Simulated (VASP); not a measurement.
# Cl2 in VASP: a series of runs

The runs below take Cl2 through single point, relaxation of the atoms, with r2SCAN.

All numbers are computed with VASP 6.6.1; they aren't measurements. Logs are shortened: lines on timing, memory, paths and dates and some standing lists are left out, and cuts for length are marked.

## (1) The cell of the first run

The cell holds a molecule in a box, 2 atoms: a = 13.000 Å, b = 13.300 Å, c = 13.600 Å, α = 90.00°, β = 90.00°, γ = 90.00°.

## (2) Single point, r2SCAN

File POSCAR:

```
Cl
1.0
   13.0000000000      0.0000000000      0.0000000000
    0.0000000000     13.3000000000      0.0000000000
    0.0000000000      0.0000000000     13.6000000000
Cl
2
Direct
    0.4234436838      0.5000000000      0.5000000000
    0.5765563162      0.5000000000      0.5000000000
```

File INCAR.step1:

```
SYSTEM = Cl
PREC     = Accurate       ! precision mode
ENCUT    = 440            ! plane-wave cutoff, eV
ISMEAR   = 0              ! smearing method
SIGMA    = 0.01           ! smearing width, eV
LREAL    = .FALSE.        ! projectors in reciprocal space
LASPH    = .TRUE.         ! aspherical terms in the spheres
NELM     = 120            ! most SCF steps
NBANDS   = 14             ! bands
GGA      = PE             ! functional
ALGO     = Normal         ! electronic algorithm
EDIFF    = 1E-5           ! SCF threshold, eV
LWAVE    = .TRUE.         ! write WAVECAR
LCHARG   = .FALSE.        ! write CHGCAR
GGA_COMPAT= .FALSE.      
NELMDL   = -8
```

File INCAR.step2:

```
SYSTEM = Cl
PREC     = Accurate       ! precision mode
ENCUT    = 440            ! plane-wave cutoff, eV
EDIFF    = 1E-6           ! SCF threshold, eV
ISMEAR   = 0              ! smearing method
SIGMA    = 0.01           ! smearing width, eV
LREAL    = .FALSE.        ! projectors in reciprocal space
LASPH    = .TRUE.         ! aspherical terms in the spheres
NELM     = 120            ! most SCF steps
ALGO     = Normal         ! electronic algorithm
ISIF     = 2              ! what is computed and relaxed
LWAVE    = .FALSE.        ! write WAVECAR
LCHARG   = .TRUE.         ! write CHGCAR
METAGGA  = R2SCAN         ! meta-GGA
LMIXTAU  = .TRUE.       
LELF     = .TRUE.         ! ELF
LVHAR    = .TRUE.       
NBANDS   = 14             ! bands
ISTART   = 1            
GGA_COMPAT= .FALSE.
```

File KPOINTS:

```
Automatic mesh
0
G
  1 1 1
  0 0 0
```

Potentials or basis: VASP PAW PBE potentials, release 64 (Cl).

The run is started by

```
> cat potpaw_PBE.64/Cl/POTCAR > POTCAR
> cp INCAR.step1 INCAR
> mpirun -np 1 vasp_gam > vasp.out
> cp INCAR.step2 INCAR
> mpirun -np 1 vasp_gam > vasp.out
```

OUTCAR:

```text
SYSTEM = Cl
   PREC = Accurate
   ENCUT = 440
   EDIFF = 1E-6
   ISMEAR = 0
   LREAL = .FALSE.
   LASPH = .TRUE.
   NELM = 120
   ISIF = 2
   METAGGA = R2SCAN
   ISTART = 1

 ion  position               nearest neighbor table
   1  0.423  0.500  0.500-   2 1.99
   2  0.577  0.500  0.500-   1 1.99

  LATTYP: Found a simple orthorhombic cell.
 ALAT       =    13.0000000000
 B/A-ratio  =     1.0230769231
 C/A-ratio  =     1.0461538462

  Lattice vectors:

 A1 = (  13.0000000000,   0.0000000000,   0.0000000000)
 A2 = (   0.0000000000,  13.3000000000,   0.0000000000)
 A3 = (   0.0000000000,   0.0000000000,  13.6000000000)

Analysis of symmetry for initial positions (statically):
=====================================================================
 Subroutine PRICEL returns:
 Original cell was already a primitive cell.

 Routine SETGRP: Setting up the symmetry group for a
 simple orthorhombic supercell.

 Subroutine GETGRP returns: Found  8 space group operations
 (whereof  8 operations were pure point group operations)
 out of a pool of  8 trial point group operations.

The static configuration has the point symmetry D_2h.

Analysis of symmetry for dynamics (positions and initial velocities):
=====================================================================
 Subroutine PRICEL returns:
 Original cell was already a primitive cell.

 Routine SETGRP: Setting up the symmetry group for a
 simple orthorhombic supercell.

 Subroutine GETGRP returns: Found  8 space group operations
 (whereof  8 operations were pure point group operations)
 out of a pool of  8 trial point group operations.

The dynamic configuration has the point symmetry D_2h.

 Subroutine INISYM returns: Found  8 space group operations
 (whereof  8 operations are pure point group operations),
 and found     1 'primitive' translations

----------------------------------------------------------------------------------------

                                     Primitive cell

  volume of cell :    2351.4400

  direct lattice vectors                    reciprocal lattice vectors
    13.000000000  0.000000000  0.000000000     0.076923077  0.000000000  0.000000000
     0.000000000 13.300000000  0.000000000     0.000000000  0.075187970  0.000000000
     0.000000000  0.000000000 13.600000000     0.000000000  0.000000000  0.073529412

  length of vectors
    13.000000000 13.300000000 13.600000000     0.076923077  0.075187970  0.073529412

  position of ions in fractional coordinates (direct lattice)
     0.423443684  0.500000000  0.500000000
     0.576556316  0.500000000  0.500000000

  ion indices of the primitive-cell ions
   primitive index   ion index
                 1           1
                 2           2

----------------------------------------------------------------------------------------

 KPOINTS: Automatic mesh

Automatic generation of k-mesh.
 Grid dimensions read from file:
 generate k-points for:    1    1    1

 Generating k-lattice:

  Cartesian coordinates                     Fractional coordinates (reciprocal lattice)
     0.076923077  0.000000000  0.000000000     1.000000000  0.000000000  0.000000000
     0.000000000  0.075187970  0.000000000     0.000000000  1.000000000  0.000000000
     0.000000000  0.000000000  0.073529412     0.000000000  0.000000000  1.000000000

  Length of vectors
     0.076923077  0.075187970  0.073529412

  Shift w.r.t. Gamma in fractional coordinates (k-lattice)
     0.000000000  0.000000000  0.000000000

 Subroutine IBZKPT returns following result:
 ===========================================

 Found      1 irreducible k-points:

 Following reciprocal coordinates:
            Coordinates               Weight
  0.000000  0.000000  0.000000      1.000000
   k-points           NKPTS =      1   k-points in BZ     NKDIM =      1   number of bands    NBANDS=     14
   number of dos      NEDOS =    301   number of ions     NIONS =      2
   total plane-waves  NPLWV = 829440
   dimension x,y,z NGX =    90 NGY =   96 NGZ =   96
   dimension x,y,z NGXF=   180 NGYF=  192 NGZF=  192
   ions per type =               2
   NGX,Y,Z   is equivalent  to a cutoff of  11.51, 12.00, 11.74 a.u.
   NGXF,Y,Z  is equivalent  to a cutoff of  23.02, 24.00, 23.47 a.u.
 SYSTEM =  Cl
   PREC   = accura    normal or accurate (medium, high low for compatibility)
   ISTART =      1    job   : 0-new  1-cont  2-samecut
   ICHARG =      0    charge: 1-file 2-atom 10-const
   ISPIN  =      1    spin polarized calculation?
   LNONCOLLINEAR =      F non collinear calculations
   LSORBIT =      F    spin-orbit coupling
   LASPH  =      T    aspherical Exc in radial PAW
   ENCUT  =  440.0 eV  32.34 Ry    5.69 a.u.  22.23 22.75 23.26*2*pi/ulx,y,z
   NELM   =    120;   NELMIN=  2; NELMDL=  0     # of ELM steps
   EDIFF  = 0.1E-05   stopping-criterion for ELM
   LREAL  =      F    real-space projection
   EDIFFG = 0.1E-04   stopping-criterion for IOM
   NSW    =      0    number of steps for IOM
   IBRION =     -1    ionic relax: 0-MD 1-quasi-New 2-CG
   NFREE  =      0    steps in history (QN), initial steepest desc. (CG)
   ISIF   =      2    stress and relaxation
   ISYM   =      2    0-nonsym 1-usesym 2-fastsym
   POTIM  = 0.5000    time-step for ionic-motion
   TEBEG  =    0.0;   TEEND  =   0.0 temperature during run
   PSTRESS=    0.0 pullay stress
   NELECT =      14.0000    total number of electrons
   NUPDOWN=      -1.0000    fix difference up-down
   EMIN   =  10.00;   EMAX   =-10.00  energy-range for DOS
   EFERMI =   0.00;   METHOD = LEGACY
   ISMEAR =     0;   SIGMA  =   0.01  broadening in eV -4-tet -1-fermi 0-gaus
   EFERMI_NEDOS =   21; number of points for ismear=-14 and -15
   IALGO  =     38    algorithm
   IMIX   =      4    mixing-type and parameters
     AMIX     =   0.40;   BMIX     =  1.00
     AMIX_MAG =   1.60;   BMIX_MAG =  1.00
  volume/ion in A,a.u.               =    1175.72      7934.15
  Fermi-wavevector in a.u.,A,eV,Ry     =   0.296715  0.560710  1.197854  0.088040
  Thomas-Fermi vector in A             =   1.161512
   LORBIT       =      0    0 simple, 1 ext, 2 COOP (PROOUT), +10 PAW based schemes
   METAGGA = R2SCAN    functional components
   LHFCALC =     F    Hartree Fock is set to
   AEXX    =    0.0000 exact exchange contribution
   IVDW    =     0    specifies the selected vdW correction
   LEPSILON=     F    determine dielectric tensor
   LRPA    =     F    only Hartree local field effects (RPA)
 non-spin polarized calculation
 Gauss-broadening in eV      SIGMA  =   0.01
  energy-cutoff  :      440.00
  volume of cell :     2351.44
 maximum number of plane-waves:     24666
 NGX is ok and might be reduce to    90
   NGX = 45   NGY = 45   NGZ = 47

 number of electron      13.9999999 magnetization

 Free energy of the ion-electron system (eV)
  ---------------------------------------------------
  ext. energy  EPLUGINS =         0.00000000
  ---------------------------------------------------
  free energy    TOTEN  =       -12.08795203 eV

  energy without entropy =      -12.08795203  energy(sigma->0) =      -12.08795203

 E-fermi :  -7.3343     XC(G=0):  -0.2901

 val. band max:       -7.4457582477   @ k =   0.0000   0.0000   0.0000
 cond. band min:      -3.9602917795   @ k =   0.0000   0.0000   0.0000
 fundamental gap:      3.4854664682
 Fermi energy:        -7.3342529485

 k-point     1 :       0.0000    0.0000    0.0000
  band No.  band energies     occupation
      1     -24.4237      2.00000
      2     -19.9520      2.00000
      3     -12.2618      2.00000
      4     -10.2362      2.00000
      5     -10.2362      2.00000
      6      -7.4458      2.00000
      7      -7.4458      2.00000
      8      -3.9603      0.00000
      9       0.0504      0.00000
     10       0.8111      0.00000
     11       0.9043      0.00000
     12       0.9341      0.00000
     13       0.9400      0.00000
     14       0.9598      0.00000

------------------------ aborting loop because EDIFF is reached ----------------------------------------

  FORCE on cell =-STRESS in cart. coord.  units (eV):
  Direction    XX          YY          ZZ          XY          YZ          ZX
  --------------------------------------------------------------------------------------
  -------------------------------------------------------------------------------------
  Total       -0.4555299     -0.0498962     -0.0493003     -0.0000000      0.0000000      0.0000000
  in kB       -0.3103799     -0.0339973     -0.0335913     -0.0000000      0.0000000      0.0000000
  external PRESSURE =      -0.1259895 kB  Pullay stress =       0.0000000 kB

 VOLUME and BASIS-vectors are now :
 -----------------------------------------------------------------------------
  energy-cutoff  :      440.00
  volume of cell :     2351.44
      direct lattice vectors                 reciprocal lattice vectors
    13.000000000  0.000000000  0.000000000     0.076923077  0.000000000  0.000000000
     0.000000000 13.300000000  0.000000000     0.000000000  0.075187970  0.000000000
     0.000000000  0.000000000 13.600000000     0.000000000  0.000000000  0.073529412

 POSITION                                       TOTAL-FORCE (eV/Angst)
 -----------------------------------------------------------------------------------
      5.50477      6.65000      6.80000         0.205398      0.000000      0.000000
      7.49523      6.65000      6.80000        -0.205398      0.000000      0.000000
 -----------------------------------------------------------------------------------
    total drift:                                0.000000      0.000000      0.000000

  FREE ENERGIE OF THE ION-ELECTRON SYSTEM (eV)
  ---------------------------------------------------
  free  energy   TOTEN  =       -12.0879520255 eV

  energy  without entropy=      -12.0879520255  energy(sigma->0) =      -12.08795203
```

Wall time 4.7 min (1 thread of AMD EPYC 9R45 (Zen 5), shared host); peak memory 1.6 GiB.

Results:

| Item | Value |
| --- | --- |
| Free energy | -12.0880 eV |
| Largest force | 0.205 eV/Å |
| Gap between the frontier levels | 3.49 eV |

Forces in eV/Å, atoms in the order of the input:
```
Cl   0.205  0.000  0.000
Cl  -0.205  0.000  0.000
```

Caveat: the PAW data sets were made with another functional, which shifts forces and pressure a little.

## (3) Relaxation of the atoms, r2SCAN

File POSCAR:

```
Cl
1.0
   13.0000000000      0.0000000000      0.0000000000
    0.0000000000     13.3000000000      0.0000000000
    0.0000000000      0.0000000000     13.6000000000
Cl
2
Direct
    0.4226923077      0.5000000000      0.5000000000
    0.5773076923      0.5000000000      0.5000000000
```

File INCAR.step1:

```
SYSTEM = Cl
PREC = Accurate
ENCUT = 500
ISMEAR = 0
SIGMA = 0.01
LREAL = .False.
LASPH = .True.
NELM = 120
GGA = PE
ALGO = Normal
EDIFF = 1E-5
LWAVE = .True.
LCHARG = .False.
GGA_COMPAT = .False.
IBRION = 2
EDIFFG = -0.01
NELMIN = 4
NSW = 100
NELMDL = -8
```

File INCAR.step2:

```
SYSTEM = Cl
PREC = Accurate
ENCUT = 500
EDIFF = 1E-7
ISMEAR = 0
SIGMA = 0.01
LREAL = .False.
LASPH = .True.
NELM = 120
ALGO = Normal
ISIF = 2
LWAVE = .False.
LCHARG = .False.
METAGGA = R2SCAN
LMIXTAU = .True.
IBRION = 2
NSW = 60
EDIFFG = -0.005
ISTART = 1
GGA_COMPAT = .False.
NELMIN = 4
```

File KPOINTS:

```
regular mesh
0
Gamma
  1 1 1
  0 0 0
```

Potentials or basis: VASP PAW PBE potentials, release 64 (Cl).

The run is started by

```
> cat potpaw_PBE.64/Cl/POTCAR > POTCAR
> cp INCAR.step1 INCAR
> mpirun -np 1 vasp_gam > vasp.out
> cp INCAR.step2 INCAR
> mpirun -np 1 vasp_gam > vasp.out
```

Wall time 17 min (1 thread of AMD EPYC 9R45 (Zen 5), shared host); peak memory 2 GiB.

Results (log left out):

```yaml
Free_energy: -12.0913 eV
Energy_gained_by_relaxing: 4.3 meV/atom
Ionic_steps: 3
Gap_between_the_frontier_levels: 3.55 eV
```

The path:
```csv
step,energy change (eV),largest force (eV/Å),pressure (GPa)
1,0.0000,0.5596,-0.03
2,-0.0025,0.5123,0.02
3,-0.0086,0.0005,0.00
```

Final structure:
```
Cl
1.0
    13.00000    0.00000    0.00000
     0.00000   13.30000    0.00000
     0.00000    0.00000   13.60000
Cl
2
Direct
  0.42384 0.50000 0.50000
  0.57616 0.50000 0.50000
```

Levels at points of the mesh, in eV from the valence-band top:
```csv
k point,band 5,band 6,band 7,band 8,band 9,band 10
"(0.00, 0.00, 0.00)",-2.85,0.00,0.00,3.55,7.48,8.24
```

Caveat: the PAW data sets were made with another functional, which shifts forces and pressure a little.
